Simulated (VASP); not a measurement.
Wanted: the native input for a VASP 6.6.1 run.

- Task: single point
- Functional: RPBE
- Potentials or basis: VASP PAW PBE potentials, release 64 (Pb_d)
- Cutoff: 520 eV
- k mesh: 9 × 9 × 9
- Occupations: gaussian, width 0.02 eV
- Spin: no spin polarisation
- Dipole correction: no
- Further INCAR settings: ALGO = Normal; EDIFF = 1e-06; NBANDS = 13

The structure of Pb lies in POSCAR:

```
Pb
1.0
   -1.9796595667      1.9796595667      1.9796595667
    1.9796595667     -1.9796595667      1.9796595667
    1.9796595667      1.9796595667     -1.9796595667
Pb
1
Direct
    0.0000000000      0.0000000000      0.0000000000
```

The input as run:

INCAR

```
SYSTEM = Pb
PREC = Accurate
ENCUT = 520
EDIFF = 1E-6
ISMEAR = 0
SIGMA = 0.02
LREAL = .FALSE.
LASPH = .TRUE.
NELM = 60
ALGO = Normal
ISIF = 2
LWAVE = .FALSE.
LCHARG = .FALSE.
GGA = RP
NBANDS = 13
```

KPOINTS

```
Automatic mesh
0
G
  9 9 9
  0 0 0
```

Potentials or basis: VASP PAW PBE potentials, release 64 (Pb_d).

The run is started by

```bash
$ cat potpaw_PBE.64/Pb_d/POTCAR > POTCAR
$ mpirun -np 1 vasp_std > vasp.out
```

Results of the run:

- Pressure: 2.2 GPa
- Band gap on the k mesh: zero (band 7 reaches 14.62 eV, above the bottom of band 8 at 5.15 eV)

Caveat: the PAW data sets were made with another functional, which shifts forces and pressure a little; spin-orbit coupling is left out, which moves the levels of the heavy elements.

Run time: 5.9 s on 1 thread of Intel(R) Xeon(R) 6975P-C (Granite Rapids), on a shared host, peak memory 0.16 GiB.
